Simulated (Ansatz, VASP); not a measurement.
One calculation of Mo, two programs

```xyz
1
Lattice="2.5874 0.0000 0.0000 0.0000 2.5874 0.0000 0.0000 0.0000 2.5874" Properties=species:S:1:pos:R:3 pbc="T T T"
Mo    0.0000    0.0000    0.0000
```

Change from the starting cell: volume scaled by 0.98.

Alike in both runs: task single point; functional PBE; k mesh 12 × 12 × 12; occupations fermi-dirac, width 0.03 eV; no spin polarisation.

|  | VASP | Ansatz |
| --- | --- | --- |
| version | VASP 6.6.1 | Ansatz 0.2.0 |
| potentials or method | VASP PAW PBE potentials, release 64 (Mo_sv), cutoff 520 eV | all-electron LAPW, scalar-relativistic |

VASP gave:

```
pressure (GPa) : 4.6
```

Task: What did Ansatz give for the same quantities?

Result: Pressure (GPa): 4.0.

Ansatz ran all-electron here, and VASP with PAW potentials.
